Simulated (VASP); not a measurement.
Here is a VASP 6.6.1 calculation.

The input INCAR:

```
SYSTEM = EuS
PREC = Accurate
ENCUT = 600
EDIFF = 1E-6
ISMEAR = -1
SIGMA = 0.1
LREAL = .FALSE.
LASPH = .TRUE.
NELM = 200
ALGO = Normal
ISIF = 2
LWAVE = .FALSE.
LCHARG = .FALSE.
ISPIN = 2
MAGMOM = 7 0
LORBIT = 11
LMAXMIX = 6
GGA = PE
NBANDS = 22
GGA_COMPAT = .FALSE.
```

Contents of KPOINTS:

```
Automatic mesh
0
G
  10 10 10
  0 0 0
```

POSCAR

```
EuS
1.0
    0.0000000000      2.9785000000      2.9785000000
    2.9785000000      0.0000000000      2.9785000000
    2.9785000000      2.9785000000      0.0000000000
Eu S
1 1
Direct
    0.0000000000      0.0000000000      0.0000000000
    0.5000000000      0.5000000000      0.5000000000
```

Potentials or basis: VASP PAW PBE potentials, release 64 (Eu, S).

The run is started by

```sh
$ cat potpaw_PBE.64/Eu/POTCAR potpaw_PBE.64/S/POTCAR > POTCAR
$ mpirun -np 1 vasp_std > vasp.out
```

(1) Predict the pressure.

(2) Predict the net moment.

(3) Predict the site moments.

Results:

(1) -2.8 GPa.

(2) 6.95 μB per cell.

(3) Eu +6.57; S -0.07 μB.

Caveat: a cell with one magnetic atom can't hold antiferromagnetic order, which such compounds often take.
